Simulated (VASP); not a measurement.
# ZnS (P3m1) in VASP: notebook

The runs below take ZnS through single point, with r2SCAN.

Program: VASP 6.6.1. These are calculated values, not measurements. Logs are shortened: lines on timing, memory, paths and dates and some standing lists are left out, and cuts for length are marked.

## 1. The cell of the first run

It takes space group P3m1 (No. 156, trigonal). The conventional cell has a = 3.809 Å, b = 3.809 Å, c = 12.466 Å, α = 90.00°, β = 90.00°, γ = 120.00°. Within 3.0 Å of Zn (site symmetry 3m) lie 4 S at 2.29 to 2.73 Å. Zn (site symmetry 3m) has 4 S at 1.94 to 2.38 Å within 2.6 Å. Within 3.0 Å of Zn (site symmetry 3m) lie 4 S at 2.24 to 2.34 Å. Zn (site symmetry 3m) has 4 S at 2.33 to 2.47 Å within 3.1 Å. S (site symmetry 3m) has 4 Zn at 2.24 to 2.73 Å within 3.0 Å. Within 2.6 Å of S (site symmetry 3m) lie 4 Zn at 1.94 to 2.47 Å. S (site symmetry 3m) has 4 Zn at 2.34 to 2.38 Å within 3.1 Å. S (site symmetry 3m) has 4 Zn at 2.29 to 2.33 Å within 3.0 Å.

## 2. Single point, r2SCAN (atoms displaced along a vibrational mode)

Contents of POSCAR:

```
ZnS
1.0
    3.8087369152      0.0000000000      0.0000000000
   -1.9043684576      3.2984629249      0.0000000000
    0.0000000000      0.0000000000     12.4664651431
Zn S
4 4
Direct
    0.0000000000      0.0000000000     -0.0076395240
    0.0000000000      0.0000000000      0.5078683088
    0.3333333333      0.6666666667      0.2463422772
    0.6666666667      0.3333333333      0.7537989576
    0.0000000000      0.0000000000      0.2113007037
    0.0000000000      0.0000000000      0.6631715835
    0.3333333333      0.6666666667      0.4342692161
    0.6666666667      0.3333333333      0.9408884771
```

Contents of INCAR.step1:

```
  ALGO = Normal
  EDIFF = 1E-4
  ENCUT = 520
  GGA = PE
  ISMEAR = 0
  LASPH = T
  LCHARG = F
  LREAL = F
  LWAVE = T
  NBANDS = 46
  NELM = 100
  PREC = Accurate
  SIGMA = 0.05
```

Contents of INCAR.step2:

```
  ALGO = Normal
  EDIFF = 1E-6
  ENCUT = 520
  ISIF = 2
  ISMEAR = 0
  ISTART = 1
  LASPH = T
  LCHARG = F
  LMIXTAU = T
  LREAL = F
  LWAVE = F
  METAGGA = R2SCAN
  NBANDS = 46
  NELM = 100
  PREC = Accurate
  SIGMA = 0.05
```

Contents of KPOINTS:

```
k-points
0
Gamma
  6 6 2
```

Potentials or basis: VASP PAW PBE potentials, release 64 (Zn, S).

Started as:

```console
$ cat potpaw_PBE.64/Zn/POTCAR potpaw_PBE.64/S/POTCAR > POTCAR
$ cp INCAR.step1 INCAR
$ mpirun -np 1 vasp_std > vasp.out
$ cp INCAR.step2 INCAR
$ mpirun -np 1 vasp_std > vasp.out
```

OUTCAR:

```text
EDIFF = 1E-6
   ENCUT = 520
   ISIF = 2
   ISMEAR = 0
   ISTART = 1
   LASPH = T
   LREAL = F
   METAGGA = R2SCAN
   NELM = 100
   PREC = Accurate

 ion  position               nearest neighbor table
   1  0.000  0.000  0.992-   8 2.29   8 2.29   8 2.29   5 2.73
   2  0.000  0.000  0.508-   6 1.94   7 2.38   7 2.38   7 2.38
   3  0.333  0.667  0.246-   5 2.24   5 2.24   5 2.24   7 2.34
   4  0.667  0.333  0.754-   8 2.33   6 2.47   6 2.47   6 2.47
   5  0.000  0.000  0.211-   3 2.24   3 2.24   3 2.24   1 2.73
   6  0.000  0.000  0.663-   2 1.94   4 2.47   4 2.47   4 2.47
   7  0.333  0.667  0.434-   3 2.34   2 2.38   2 2.38   2 2.38
   8  0.667  0.333  0.941-   1 2.29   1 2.29   1 2.29   4 2.33

  LATTYP: Found a hexagonal cell.
 ALAT       =     3.8087369152
 C/A-ratio  =     3.2731231956

  Lattice vectors:

 A1 = (   3.8087369152,   0.0000000000,   0.0000000000)
 A2 = (  -1.9043684576,   3.2984629249,   0.0000000000)
 A3 = (   0.0000000000,   0.0000000000,  12.4664651431)

Analysis of symmetry for initial positions (statically):
=====================================================================
 Subroutine PRICEL returns:
 Original cell was already a primitive cell.

 Routine SETGRP: Setting up the symmetry group for a
 hexagonal supercell.

 Subroutine GETGRP returns: Found  6 space group operations
 (whereof  6 operations were pure point group operations)
 out of a pool of 24 trial point group operations.

The static configuration has the point symmetry C_3v.

Analysis of symmetry for dynamics (positions and initial velocities):
=====================================================================
 Subroutine PRICEL returns:
 Original cell was already a primitive cell.

 Routine SETGRP: Setting up the symmetry group for a
 hexagonal supercell.

 Subroutine GETGRP returns: Found  6 space group operations
 (whereof  6 operations were pure point group operations)
 out of a pool of 24 trial point group operations.

The dynamic configuration has the point symmetry C_3v.

 Subroutine INISYM returns: Found  6 space group operations
 (whereof  6 operations are pure point group operations),
 and found     1 'primitive' translations

----------------------------------------------------------------------------------------

                                     Primitive cell

  volume of cell :     156.6159

  direct lattice vectors                    reciprocal lattice vectors
     3.808736915  0.000000000  0.000000000     0.262554233  0.151585757  0.000000000
    -1.904368458  3.298462925  0.000000000     0.000000000  0.303171514  0.000000000
     0.000000000  0.000000000 12.466465143     0.000000000  0.000000000  0.080215200

  length of vectors
     3.808736915  3.808736915 12.466465143     0.303171514  0.303171514  0.080215200

  position of ions in fractional coordinates (direct lattice)
     0.000000000  0.000000000  0.992360476
     0.000000000  0.000000000  0.507868309
     0.333333333  0.666666667  0.246342277
     0.666666667  0.333333333  0.753798958
     0.000000000  0.000000000  0.211300704
     0.000000000  0.000000000  0.663171584
     0.333333333  0.666666667  0.434269216
     0.666666667  0.333333333  0.940888477

  ion indices of the primitive-cell ions
   primitive index   ion index
                 1           1
                 2           2
                 3           3
                 4           4
                 5           5
                 6           6
                 7           7
                 8           8

----------------------------------------------------------------------------------------

 KPOINTS: k-points

Automatic generation of k-mesh.
 Grid dimensions read from file:
 generate k-points for:    6    6    2

 Generating k-lattice:

  Cartesian coordinates                     Fractional coordinates (reciprocal lattice)
     0.043759039  0.025264293  0.000000000     0.166666667  0.000000000  0.000000000
     0.000000000  0.050528586  0.000000000     0.000000000  0.166666667  0.000000000
[... 53 lines left out ...]
 cond. band min:       4.0549602837   @ k =   0.0000   0.0000   0.0000
 fundamental gap:      1.4136711740
 Fermi energy:         2.8749957568

 k-point     1 :       0.0000    0.0000    0.0000
  band No.  band energies     occupation
      1     -12.6112      2.00000
      2     -11.6956      2.00000
      3     -11.3175      2.00000
      4     -10.0382      2.00000
      5      -5.5945      2.00000
      6      -5.5945      2.00000
[... 38 lines left out ...]
     45       8.9981      0.00000
     46       8.9982      0.00000

 k-point     2 :       0.1667    0.0000    0.0000
  band No.  band energies     occupation
      1     -12.4517      2.00000
      2     -11.5549      2.00000
      3     -11.1455      2.00000
      4      -9.9239      2.00000
      5      -5.5915      2.00000
      6      -5.5344      2.00000
[... 38 lines left out ...]
     45       8.9069      0.00000
     46       9.3207      0.00000

 k-point     3 :       0.3333    0.0000    0.0000
  band No.  band energies     occupation
      1     -12.0990      2.00000
      2     -11.2497      2.00000
      3     -10.7538      2.00000
      4      -9.6912      2.00000
      5      -5.5354      2.00000
      6      -5.4102      2.00000
[... 38 lines left out ...]
     45       9.4647      0.00000
     46      10.0101      0.00000

 k-point     4 :       0.5000    0.0000    0.0000
  band No.  band energies     occupation
      1     -11.9012      2.00000
      2     -11.0828      2.00000
      3     -10.5240      2.00000
      4      -9.5776      2.00000
      5      -5.4742      2.00000
      6      -5.3488      2.00000
[... 430 lines left out ...]
     45       9.2292      0.00000
     46       9.4872      0.00000

 k-point    13 :       0.3333    0.1667    0.5000
  band No.  band energies     occupation
      1     -11.9062      2.00000
      2     -11.0866      2.00000
      3     -10.5301      2.00000
      4      -9.5773      2.00000
      5      -5.4056      2.00000
      6      -5.3456      2.00000
[... 38 lines left out ...]
     45       9.7152      0.00000
     46      10.2302      0.00000

 k-point    14 :       0.3333    0.3333    0.5000
  band No.  band energies     occupation
      1     -11.8079      2.00000
      2     -11.0032      2.00000
      3     -10.4131      2.00000
      4      -9.5222      2.00000
      5      -5.3544      2.00000
      6      -5.1878      2.00000
[... 38 lines left out ...]
     45       9.8268      0.00000
     46      10.5084      0.00000

------------------------ aborting loop because EDIFF is reached ----------------------------------------

  FORCE on cell =-STRESS in cart. coord.  units (eV):
  Direction    XX          YY          ZZ          XY          YZ          ZX
  --------------------------------------------------------------------------------------
  -------------------------------------------------------------------------------------
  Total        0.7915147      0.7915147      7.9313894      0.0000000      0.0000000     -0.0000000
  in kB        8.0971771      8.0971771     81.1379344      0.0000000      0.0000000     -0.0000000
  external PRESSURE =      32.4440962 kB  Pullay stress =       0.0000000 kB

 VOLUME and BASIS-vectors are now :
 -----------------------------------------------------------------------------
  energy-cutoff  :      520.00
  volume of cell :      156.62
      direct lattice vectors                 reciprocal lattice vectors
     3.808736915  0.000000000  0.000000000     0.262554233  0.151585757  0.000000000
    -1.904368458  3.298462925  0.000000000     0.000000000  0.303171514  0.000000000
     0.000000000  0.000000000 12.466465143     0.000000000  0.000000000  0.080215200

 POSITION                                       TOTAL-FORCE (eV/Angst)
 -----------------------------------------------------------------------------------
      0.00000      0.00000     12.37123         0.000000     -0.000000      1.425440
      0.00000      0.00000      6.33132        -0.000000      0.000000     -6.113435
     -0.00000      2.19898      3.07102        -0.000000      0.000000      0.882031
      1.90437      1.09949      9.39721         0.000000     -0.000000     -1.431139
      0.00000      0.00000      2.63417        -0.000000     -0.000000     -2.521791
      0.00000      0.00000      8.26741        -0.000000     -0.000000      7.639890
     -0.00000      2.19898      5.41380        -0.000000     -0.000000      0.590653
      1.90437      1.09949     11.72955        -0.000000     -0.000000     -0.471649
 -----------------------------------------------------------------------------------
    total drift:                               -0.000027      0.000013      0.011476

  FREE ENERGIE OF THE ION-ELECTRON SYSTEM (eV)
  ---------------------------------------------------
  free  energy   TOTEN  =       -73.6869159617 eV

  energy  without entropy=      -73.6869159617  energy(sigma->0) =      -73.68691596
```

Run time: 4.4 min. Hardware: 1 thread of Intel Xeon 6975P-C (Granite Rapids), shared host; peak memory 0.32 GiB.

Results:

```
Free energy            : -73.6869 eV
Pressure               : 3.2 GPa
Largest force          : 7.640 eV/Å
Band gap on the k mesh : 1.41 eV
```

Forces on the atoms (eV/Å):
```
Zn   0.000  0.000  1.425
Zn   0.000  0.000 -6.113
Zn   0.000  0.000  0.882
Zn   0.000  0.000 -1.431
S    0.000  0.000 -2.522
S    0.000  0.000  7.640
S    0.000  0.000  0.591
S    0.000  0.000 -0.472
```

Stress tensor (GPa, compression positive):
```
0.81 0.00 0.00
0.00 0.81 0.00
0.00 0.00 8.11
```

Levels at points of the mesh, in eV from the valence-band top:
```csv
k point,band 33,band 34,band 35,band 36,band 37,band 38,band 39,band 40
"(0.00, 0.00, 0.00)",-0.98,-0.44,0.00,0.00,1.41,2.51,3.45,4.24
"(0.50, 0.00, 0.00)",-2.29,-1.94,-1.31,-0.85,2.25,2.71,3.13,4.07
"(0.00, 0.00, 0.50)",-0.96,-0.96,-0.01,-0.01,1.76,2.72,3.23,4.15
"(0.50, 0.00, 0.50)",-2.21,-2.11,-1.50,-0.87,2.46,3.03,3.28,3.84
```

Caveat: the cell differs from its parent crystal (atoms displaced along a vibrational mode); the cell stands under pressure; the PAW data sets were made with another functional, which shifts forces and pressure a little.

## 3. Single point, r2SCAN (atoms displaced along a vibrational mode)

Contents of POSCAR:

```
ZnS
1.0
    3.8087369152      0.0000000000      0.0000000000
   -1.9043684576      3.2984629249      0.0000000000
    0.0000000000      0.0000000000     12.4664651431
Zn S
4 4
Direct
    0.0000000000      0.0000000000      0.0059298297
    0.0000000000      0.0000000000      0.4942989551
    0.3333333333      0.6666666667      0.2528668725
    0.6666666667      0.3333333333      0.7472743623
    0.0000000000      0.0000000000      0.1691877235
    0.0000000000      0.0000000000      0.7052845637
    0.3333333333      0.6666666667      0.4400610695
    0.6666666667      0.3333333333      0.9350966237
```

Contents of INCAR.step1:

```
PREC = Accurate
ENCUT = 520
ISMEAR = 0
SIGMA = 0.05
LREAL = F
LASPH = T
NELM = 80
NBANDS = 46
GGA = PE
ALGO = Normal
EDIFF = 1E-4
LWAVE = T
LCHARG = F
```

Contents of INCAR.step2:

```
PREC = Accurate
ENCUT = 520
EDIFF = 1E-6
ISMEAR = 0
SIGMA = 0.05
LREAL = F
LASPH = T
NELM = 80
ALGO = Normal
ISIF = 2
LWAVE = F
LCHARG = T
METAGGA = R2SCAN
LMIXTAU = T
LELF = T
LVHAR = T
NBANDS = 46
ISTART = 1
```

Contents of KPOINTS:

```
regular mesh
0
Gamma
  6 6 2
```

Potentials or basis: VASP PAW PBE potentials, release 64 (Zn, S).

Started as:

```console
$ cat potpaw_PBE.64/Zn/POTCAR potpaw_PBE.64/S/POTCAR > POTCAR
$ cp INCAR.step1 INCAR
$ mpirun -np 1 vasp_std > vasp.out
$ cp INCAR.step2 INCAR
$ mpirun -np 1 vasp_std > vasp.out
```

Wall time 4.4 min (1 thread of Intel Xeon 6975P-C (Granite Rapids), shared host); peak memory 0.31 GiB.

Results (log left out):

| Quantity | Value |
| --- | --- |
| Free energy | -74.5065 eV |
| Pressure | 1.7 GPa |
| Largest force | 4.798 eV/Å |
| Band gap on the k mesh | 1.84 eV |

Forces on the atoms (eV/Å):
```
Zn   0.000  0.000 -3.680
Zn   0.000  0.000  1.259
Zn   0.000  0.000 -1.055
Zn   0.000  0.000  0.763
S    0.000  0.000  4.798
S    0.000  0.000 -2.140
S    0.000  0.000 -0.383
S    0.000  0.000  0.437
```

Stress tensor (GPa, compression positive):
```
0.49 0.00 0.00
0.00 0.49 0.00
0.00 0.00 4.24
```

Levels at points of the mesh, in eV from the valence-band top:
| k point | band 32 | band 33 | band 34 | band 35 | band 36 | band 37 | band 38 | band 39 | band 40 | band 41 |
| --- | --- | --- | --- | --- | --- | --- | --- | --- | --- | --- |
| (0.00, 0.00, 0.00) | -0.85 | -0.85 | -0.35 | 0.00 | 0.00 | 1.84 | 2.83 | 3.58 | 4.24 | 5.74 |
| (0.50, 0.00, 0.00) | -2.36 | -2.13 | -1.91 | -1.30 | -0.89 | 2.69 | 3.07 | 3.47 | 4.31 | 4.80 |
| (0.00, 0.00, 0.50) | -1.05 | -0.82 | -0.82 | -0.01 | -0.01 | 2.24 | 3.01 | 3.35 | 4.14 | 5.42 |
| (0.50, 0.00, 0.50) | -2.49 | -2.06 | -2.00 | -1.50 | -0.91 | 2.90 | 3.43 | 3.64 | 4.09 | 4.40 |

Caveat: the cell differs from its parent crystal (atoms displaced along a vibrational mode); the PAW data sets were made with another functional, which shifts forces and pressure a little. A k mesh can miss the band edges.

## 4. Single point, r2SCAN (atoms displaced along a vibrational mode)

Contents of POSCAR:

```
ZnS
1.0
    3.8087369152      0.0000000000      0.0000000000
   -1.9043684576      3.2984629249      0.0000000000
    0.0000000000      0.0000000000     12.4664651431
Zn S
4 4
Direct
    0.0000000000      0.0000000000     -0.0037625658
    0.0000000000      0.0000000000      0.5039913506
    0.3333333333      0.6666666667      0.2482064473
    0.6666666667      0.3333333333      0.7519347875
    0.0000000000      0.0000000000      0.1992684237
    0.0000000000      0.0000000000      0.6752038635
    0.3333333333      0.6666666667      0.4359240313
    0.6666666667      0.3333333333      0.9392336619
```

Contents of INCAR.step1:

```
SYSTEM = ZnS
  PREC = Accurate
  ENCUT = 520
  ISMEAR = 0
  SIGMA = 0.05
  LREAL = .FALSE.
  LASPH = .TRUE.
  NELM = 80
  NBANDS = 46
  GGA = PE
  ALGO = Normal
  EDIFF = 1E-4
  LWAVE = .TRUE.
  LCHARG = .FALSE.
```

Contents of INCAR.step2:

```
SYSTEM = ZnS
  PREC = Accurate
  ENCUT = 520
  EDIFF = 1E-6
  ISMEAR = 0
  SIGMA = 0.05
  LREAL = .FALSE.
  LASPH = .TRUE.
  NELM = 80
  ALGO = Normal
  ISIF = 2
  LWAVE = .FALSE.
  LCHARG = .FALSE.
  METAGGA = R2SCAN
  LMIXTAU = .TRUE.
  NBANDS = 46
  ISTART = 1
```

Contents of KPOINTS:

```
Automatic mesh
0
G
  6 6 2
  0 0 0
```

Started as:

```console
$ cat potpaw_PBE.64/Zn/POTCAR potpaw_PBE.64/S/POTCAR > POTCAR
$ cp INCAR.step1 INCAR
$ mpirun -np 1 vasp_std > vasp.out
$ cp INCAR.step2 INCAR
$ mpirun -np 1 vasp_std > vasp.out
```

Run time: 3.8 min. Hardware: 1 thread of Intel Xeon 6975P-C (Granite Rapids), shared host; peak memory 0.32 GiB.

It converged, with:

```
Free energy            : -75.0459 eV
Pressure               : 0.7 GPa
Largest force          : 2.722 eV/Å
Band gap on the k mesh : 2.26 eV
```

Forces on the atoms (eV/Å):
```
Zn   0.000  0.000  0.981
Zn   0.000  0.000 -1.965
Zn   0.000  0.000  0.558
Zn   0.000  0.000 -0.696
S    0.000  0.000 -1.612
S    0.000  0.000  2.722
S    0.000  0.000  0.284
S    0.000  0.000 -0.272
```

Stress tensor (GPa, compression positive):
```
0.22 0.00 0.00
0.00 0.22 0.00
0.00 0.00 1.79
```

Levels at points of the mesh, in eV from the valence-band top:
```tsv
k point	band 32	band 33	band 34	band 35	band 36	band 37	band 38	band 39	band 40	band 41
(0.00, 0.00, 0.00)	-0.71	-0.71	-0.24	0.00	0.00	2.26	3.17	3.73	4.23	6.18
(0.50, 0.00, 0.00)	-2.09	-1.95	-1.82	-1.26	-0.91	3.13	3.40	3.79	4.54	4.99
(0.00, 0.00, 0.50)	-0.99	-0.63	-0.63	-0.02	-0.02	2.75	3.28	3.51	4.09	5.87
(0.50, 0.00, 0.50)	-2.30	-1.94	-1.74	-1.49	-0.96	3.37	3.81	3.95	4.42	4.52
```

Caveat: the cell differs from its parent crystal (atoms displaced along a vibrational mode); the PAW data sets were made with another functional, which shifts forces and pressure a little. A k mesh can miss the band edges.

## 5. Single point, r2SCAN (atoms displaced along a vibrational mode)

Contents of POSCAR:

```
ZnS
1.0
    3.8087369152      0.0000000000      0.0000000000
   -1.9043684576      3.2984629249      0.0000000000
    0.0000000000      0.0000000000     12.4664651431
Zn S
4 4
Direct
    0.0000000000      0.0000000000      0.0068990692
    0.0000000000      0.0000000000      0.4933297156
    0.3333333333      0.6666666667      0.2533329151
    0.6666666667      0.3333333333      0.7468083197
    0.0000000000      0.0000000000      0.1661796535
    0.0000000000      0.0000000000      0.7082926337
    0.3333333333      0.6666666667      0.4404747733
    0.6666666667      0.3333333333      0.9346829199
```

INCAR.step1, as its differences from that of step 4:

```diff
@@ -7,3 +7,3 @@
   LASPH = .TRUE.
-  NELM = 80
+  NELM = 100
   NBANDS = 46
```

INCAR.step2, as its differences from that of step 4:

```diff
@@ -8,3 +8,3 @@
   LASPH = .TRUE.
-  NELM = 80
+  NELM = 100
   ALGO = Normal
```

KPOINTS is that of step 4.

Started as:

```console
$ cat potpaw_PBE.64/Zn/POTCAR potpaw_PBE.64/S/POTCAR > POTCAR
$ cp INCAR.step1 INCAR
$ mpirun -np 1 vasp_std > vasp.out
$ cp INCAR.step2 INCAR
$ mpirun -np 1 vasp_std > vasp.out
```

Run time: 3.7 min. Hardware: 1 thread of Intel Xeon 6975P-C (Granite Rapids), shared host; peak memory 0.32 GiB.

Results (log left out):

* Free energy: -74.1357 eV
* Pressure: 2.4 GPa
* Largest force: 6.105 eV/Å
* Band gap on the k mesh: 1.63 eV

Forces on the atoms (eV/Å):
```
Zn   0.000  0.000 -4.780
Zn   0.000  0.000  1.344
Zn   0.000  0.000 -1.242
Zn   0.000  0.000  0.834
S    0.000  0.000  6.105
S    0.000  0.000 -2.346
S    0.000  0.000 -0.429
S    0.000  0.000  0.515
```

Stress tensor (GPa, compression positive):
```
0.65 0.00 0.00
0.00 0.65 0.00
0.00 0.00 5.98
```

Levels at points of the mesh, in eV from the valence-band top:
```tsv
k point	band 32	band 33	band 34	band 35	band 36	band 37	band 38	band 39	band 40	band 41
(0.00, 0.00, 0.00)	-0.92	-0.92	-0.40	0.00	0.00	1.63	2.66	3.51	4.24	5.56
(0.50, 0.00, 0.00)	-2.48	-2.22	-1.93	-1.31	-0.87	2.46	2.89	3.30	4.19	4.71
(0.00, 0.00, 0.50)	-1.07	-0.89	-0.89	-0.01	-0.01	1.99	2.87	3.29	4.15	5.23
(0.50, 0.00, 0.50)	-2.58	-2.11	-2.09	-1.50	-0.89	2.67	3.23	3.46	3.96	4.33
```

Caveat: the cell differs from its parent crystal (atoms displaced along a vibrational mode); the PAW data sets were made with another functional, which shifts forces and pressure a little. A k mesh can miss the band edges.

## 6. Summary

```csv
cell,gap on the mesh (eV),pressure (GPa),largest force (eV/Å)
"as given, atomic positions A",1.41,3.2,7.64
"as given, atomic positions B",1.84,1.7,4.80
"as given, atomic positions C",2.26,0.7,2.72
"as given, atomic positions D",1.63,2.4,6.11
```

Alike in all rows: task single point; level r2SCAN; potentials or basis VASP PAW PBE potentials, release 64 (Zn, S); no spin polarisation; k mesh 6 × 6 × 2; cutoff (eV) 520; smearing gaussian 0.05 eV.

Caveats: the PAW data sets were made with another functional, which shifts forces and pressure a little; the cell stands under pressure (at least some runs).

Absolute energies hang on the potentials; compare differences alone.
